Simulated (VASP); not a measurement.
# Ir (I4/mmm) in VASP: a series of runs, part 2 of 2

VASP 6.6.1. Earlier steps stand in the parts before.

### Step 3. Single point, LDA (14.57 Å³/atom)

This run uses another cell than the first one, of 14.57 Å³/atom.

INCAR

```
  PREC = Accurate
  ENCUT = 520
  EDIFF = 1E-7
  ISMEAR = 0
  SIGMA = 0.15
  LREAL = False
  LASPH = True
  NELM = 100
  ALGO = Fast
  ISIF = 2
  LWAVE = False
  LCHARG = False
  GGA = CA
  NBANDS = 10
```

KPOINTS

```
regular mesh
0
Gamma
  22 22 22
```

POSCAR

```
Ir
1.0
    0.0000000000      2.1488947607      1.5779334228
    2.1488947607      0.0000000000      1.5779334228
    2.1488947607      2.1488947607      0.0000000000
Ir
1
Direct
    0.0000000000      0.0000000000      0.0000000000
```

Potentials or basis: VASP PAW LDA potentials, release 64 (Ir).

Run with:

```sh
cat potpaw_LDA.64/Ir/POTCAR > POTCAR
mpirun -np 1 vasp_std > vasp.out
```

OUTCAR:

```text
PREC = Accurate
   ENCUT = 520
   EDIFF = 1E-7
   ISMEAR = 0
   LREAL = False
   LASPH = True
   NELM = 100
   ISIF = 2
   GGA = CA

 ion  position               nearest neighbor table
   1  0.000  0.000  0.000-

  LATTYP: Found a body centered tetragonal cell.
 ALAT       =     3.0389961147
 C/A-ratio  =     1.0384570189

  Lattice vectors:

 A1 = (   0.0000000000,  -2.1488947607,  -1.5779334228)
 A2 = (   0.0000000000,   2.1488947607,  -1.5779334228)
 A3 = (   2.1488947607,   0.0000000000,   1.5779334228)

Analysis of symmetry for initial positions (statically):
=====================================================================
 Subroutine PRICEL returns:
 Original cell was already a primitive cell.

 Routine SETGRP: Setting up the symmetry group for a
 body centered tetragonal supercell.

 Subroutine GETGRP returns: Found 16 space group operations
 (whereof 16 operations were pure point group operations)
 out of a pool of 16 trial point group operations.

The static configuration has the point symmetry D_4h.

Analysis of symmetry for dynamics (positions and initial velocities):
=====================================================================
 Subroutine PRICEL returns:
 Original cell was already a primitive cell.

 Routine SETGRP: Setting up the symmetry group for a
 body centered tetragonal supercell.

 Subroutine GETGRP returns: Found 16 space group operations
 (whereof 16 operations were pure point group operations)
 out of a pool of 16 trial point group operations.

The dynamic configuration has the point symmetry D_4h.

 Subroutine INISYM returns: Found 16 space group operations
 (whereof 16 operations are pure point group operations),
 and found     1 'primitive' translations

----------------------------------------------------------------------------------------

                                     Primitive cell

  volume of cell :      14.5730

  direct lattice vectors                    reciprocal lattice vectors
     0.000000000  2.148894761  1.577933423    -0.232677751  0.232677751  0.316870150
     2.148894761  0.000000000  1.577933423     0.232677751 -0.232677751  0.316870150
     2.148894761  2.148894761  0.000000000     0.232677751  0.232677751 -0.316870150

  length of vectors
     2.666012487  2.666012487  3.038996115     0.456820056  0.456820056  0.456820056

  position of ions in fractional coordinates (direct lattice)
     0.000000000  0.000000000  0.000000000

  ion indices of the primitive-cell ions
   primitive index   ion index
                 1           1

----------------------------------------------------------------------------------------

 KPOINTS: regular mesh

Automatic generation of k-mesh.
 Grid dimensions read from file:
 generate k-points for:   22   22   22

 Generating k-lattice:

  Cartesian coordinates                     Fractional coordinates (reciprocal lattice)
    -0.010576261  0.010576261  0.014403189     0.045454545  0.000000000  0.000000000
     0.010576261 -0.010576261  0.014403189     0.000000000  0.045454545  0.000000000
     0.010576261  0.010576261 -0.014403189     0.000000000  0.000000000  0.045454545

  Length of vectors
     0.020764548  0.020764548  0.020764548

  Shift w.r.t. Gamma in fractional coordinates (k-lattice)
     0.000000000  0.000000000  0.000000000

 Subroutine IBZKPT returns following result:
 ===========================================

 Found    834 irreducible k-points:

 Following reciprocal coordinates:
            Coordinates               Weight
  0.000000  0.000000  0.000000      1.000000
  0.045455 -0.000000  0.000000      8.000000
  0.090909 -0.000000  0.000000      8.000000
  0.136364  0.000000  0.000000      8.000000
  0.181818  0.000000  0.000000      8.000000
  0.227273  0.000000  0.000000      8.000000
[... 16 lines left out ...]
  0.500000  0.045455  0.000000      8.000000
 -0.454545  0.045455  0.000000      8.000000
 [... further k-points ...]
   k-points           NKPTS =    834   k-points in BZ     NKDIM =    834   number of bands    NBANDS=     10
   number of dos      NEDOS =    301   number of ions     NIONS =      1
   total plane-waves  NPLWV =   9600
   dimension x,y,z NGX =    20 NGY =   20 NGZ =   24
   dimension x,y,z NGXF=    40 NGYF=   40 NGZF=   48
   ions per type =               1
   NGX,Y,Z   is equivalent  to a cutoff of  12.47, 12.47, 13.13 a.u.
   NGXF,Y,Z  is equivalent  to a cutoff of  24.94, 24.94, 26.26 a.u.
 SYSTEM =  unknown system
   PREC   = accura    normal or accurate (medium, high low for compatibility)
   ISTART =      0    job   : 0-new  1-cont  2-samecut
   ICHARG =      2    charge: 1-file 2-atom 10-const
   ISPIN  =      1    spin polarized calculation?
   LNONCOLLINEAR =      F non collinear calculations
   LSORBIT =      F    spin-orbit coupling
   LASPH  =      T    aspherical Exc in radial PAW
   ENCUT  =  520.0 eV  38.22 Ry    6.18 a.u.   4.96  4.96  5.65*2*pi/ulx,y,z
   NELM   =    100;   NELMIN=  2; NELMDL= -5     # of ELM steps
   EDIFF  = 0.1E-06   stopping-criterion for ELM
   LREAL  =      F    real-space projection
   EDIFFG = 0.1E-05   stopping-criterion for IOM
   NSW    =      0    number of steps for IOM
   IBRION =     -1    ionic relax: 0-MD 1-quasi-New 2-CG
   NFREE  =      0    steps in history (QN), initial steepest desc. (CG)
   ISIF   =      2    stress and relaxation
   ISYM   =      2    0-nonsym 1-usesym 2-fastsym
   POTIM  = 0.5000    time-step for ionic-motion
   TEBEG  =    0.0;   TEEND  =   0.0 temperature during run
   PSTRESS=    0.0 pullay stress
   NELECT =       9.0000    total number of electrons
   NUPDOWN=      -1.0000    fix difference up-down
   EMIN   =  10.00;   EMAX   =-10.00  energy-range for DOS
   EFERMI =   0.00;   METHOD = LEGACY
   ISMEAR =     0;   SIGMA  =   0.15  broadening in eV -4-tet -1-fermi 0-gaus
   EFERMI_NEDOS =   21; number of points for ismear=-14 and -15
   IALGO  =     68    algorithm
   IMIX   =      4    mixing-type and parameters
     AMIX     =   0.40;   BMIX     =  1.00
     AMIX_MAG =   1.60;   BMIX_MAG =  1.00
  volume/ion in A,a.u.               =      14.57        98.34
  Fermi-wavevector in a.u.,A,eV,Ry     =   1.394139  2.634540 26.444596  1.943623
  Thomas-Fermi vector in A             =   2.517717
   LORBIT       =      0    0 simple, 1 ext, 2 COOP (PROOUT), +10 PAW based schemes
   GGA     = CA    functional components
   LHFCALC =     F    Hartree Fock is set to
   AEXX    =    0.0000 exact exchange contribution
   IVDW    =     0    specifies the selected vdW correction
   LEPSILON=     F    determine dielectric tensor
   LRPA    =     F    only Hartree local field effects (RPA)
 non-spin polarized calculation
 RMM-DIIS sequential band-by-band and
 Gauss-broadening in eV      SIGMA  =   0.15
  energy-cutoff  :      520.00
  volume of cell :       14.57
 maximum number of plane-waves:       407
   NGX =  9   NGY =  9   NGZ = 11

 number of electron       9.0000001 magnetization

 Free energy of the ion-electron system (eV)
  ---------------------------------------------------
  ext. energy  EPLUGINS =         0.00000000
  ---------------------------------------------------
  free energy    TOTEN  =        -9.68428773 eV

  energy without entropy =       -9.65874784  energy(sigma->0) =       -9.67151778

 E-fermi :   9.5557     XC(G=0): -13.9561

 val. band max:        9.5535298001   @ k =  -0.3636   0.3182   0.2727
 cond. band min:       9.5572768810   @ k =  -0.1818   0.1364   0.0909
 fundamental gap:      0.0037470809
 Fermi energy:         9.5556713064

 k-point     1 :       0.0000    0.0000    0.0000
  band No.  band energies     occupation
      1      -0.9927      2.00000
      2       5.8495      2.00000
      3       5.8495      2.00000
      4       6.2030      2.00000
      5       8.6861      2.00000
      6       9.3195      1.97402
      7      25.9919      0.00000
      8      26.7838      0.00000
      9      26.7838      0.00000
     10      37.1273      0.00000
[... 287 lines left out ...]
 k-point    24 :      -0.4545    0.0455    0.0000
  band No.  band energies     occupation
      1       2.1627      2.00000
      2       4.3931      2.00000
      3       8.0383      2.00000
      4       8.7739      2.00000
      5      10.3276      0.00000
      6      11.5402      0.00000
      7      17.8379      0.00000
      8      23.0951      0.00000
      9      26.8812      0.00000
     10      33.6481      0.00000

 [... further k-points ...]

------------------------ aborting loop because EDIFF is reached ----------------------------------------

  FORCE on cell =-STRESS in cart. coord.  units (eV):
  Direction    XX          YY          ZZ          XY          YZ          ZX
  --------------------------------------------------------------------------------------
  -------------------------------------------------------------------------------------
  Total       -1.0827842     -1.0827842      0.9519257      0.0000000     -0.0000000      0.0000000
  in kB     -119.0429111   -119.0429111    104.6561343      0.0000000     -0.0000000      0.0000000
  external PRESSURE =     -44.4765627 kB  Pullay stress =       0.0000000 kB

 VOLUME and BASIS-vectors are now :
 -----------------------------------------------------------------------------
  energy-cutoff  :      520.00
  volume of cell :       14.57
      direct lattice vectors                 reciprocal lattice vectors
     0.000000000  2.148894761  1.577933423    -0.232677751  0.232677751  0.316870150
     2.148894761  0.000000000  1.577933423     0.232677751 -0.232677751  0.316870150
     2.148894761  2.148894761  0.000000000     0.232677751  0.232677751 -0.316870150

 POSITION                                       TOTAL-FORCE (eV/Angst)
 -----------------------------------------------------------------------------------
      0.00000      0.00000      0.00000         0.000000      0.000000      0.000000
 -----------------------------------------------------------------------------------
    total drift:                               -0.000000     -0.000000      0.000000

  FREE ENERGIE OF THE ION-ELECTRON SYSTEM (eV)
  ---------------------------------------------------
  free  energy   TOTEN  =        -9.6842877302 eV

  energy  without entropy=       -9.6587478380  energy(sigma->0) =       -9.67151778
```

OSZICAR:

```text
N       E                     dE             d eps       ncg     rms          rms(c)
DAV:   1     0.475648197761E+02    0.47565E+02   -0.43353E+03 16802   0.820E+02
DAV:   2    -0.925808678634E+01   -0.56823E+02   -0.54306E+02 17028   0.196E+02
DAV:   3    -0.101983085677E+02   -0.94022E+00   -0.93382E+00 19314   0.310E+01
DAV:   4    -0.102078141642E+02   -0.95056E-02   -0.95030E-02 19238   0.289E+00
DAV:   5    -0.102080163408E+02   -0.20218E-03   -0.20217E-03 19396   0.404E-01    0.153E+01
RMM:   6    -0.976136550992E+01    0.44665E+00   -0.36393E-01 17299   0.751E+00    0.643E+00
RMM:   7    -0.968847511970E+01    0.72890E-01   -0.15523E-01 17495   0.339E+00    0.185E+00
RMM:   8    -0.968451852125E+01    0.39566E-02   -0.19398E-02 19512   0.210E+00    0.620E-01
RMM:   9    -0.968443620710E+01    0.82314E-04   -0.38831E-03 19894   0.505E-01    0.191E-01
RMM:  10    -0.968433769138E+01    0.98516E-04   -0.15694E-03 18092   0.551E-01    0.806E-02
RMM:  11    -0.968428019337E+01    0.57498E-04   -0.19841E-04 20824   0.204E-01    0.164E-02
RMM:  12    -0.968428753091E+01   -0.73375E-05   -0.71695E-05 20306   0.582E-02    0.953E-03
RMM:  13    -0.968428772575E+01   -0.19484E-06   -0.30274E-06 21199   0.199E-02    0.115E-02
RMM:  14    -0.968428774494E+01   -0.19191E-07   -0.12728E-06 18603   0.837E-03    0.474E-03
RMM:  15    -0.968428773023E+01    0.14708E-07   -0.12531E-07 12097   0.394E-03
   1 F= -.96842877E+01 E0= -.96715178E+01  d E =-.255399E-01
```

Wall time 59 s (1 thread of AMD EPYC 9R45 (Zen 5), shared host); peak memory 0.2 GiB.

Results:

```
Free energy            : -9.6843 eV
Pressure               : -4.4 GPa
Band gap on the k mesh : zero (an odd number of electrons rules out a gap without spin polarisation)
```

Stress tensor (GPa, compression positive):
```
-11.90   0.00   0.00
  0.00 -11.90   0.00
  0.00   0.00  10.47
```

Levels at points of the mesh, in eV from the Fermi level:
```
           k point  band 1  band 2  band 3  band 4  band 5  band 6  band 7  band 8
(0.00, 0.00, 0.00)  -10.55   -3.71   -3.71   -3.35   -0.87   -0.24   16.44   17.23
(0.50, 0.00, 0.00)   -7.48   -5.28   -0.96   -0.10   -0.02    2.19    7.86   13.21
(0.50, 0.50, 0.00)   -7.03   -6.98    1.41    1.60    1.60    7.16    8.33    8.33
(0.50, 0.00, 0.50)   -7.43   -5.68   -0.34    0.07    0.15    2.32    8.18   12.82
```

Caveat: the cell stands under tension; spin-orbit coupling is left out, which moves the levels of the heavy elements.
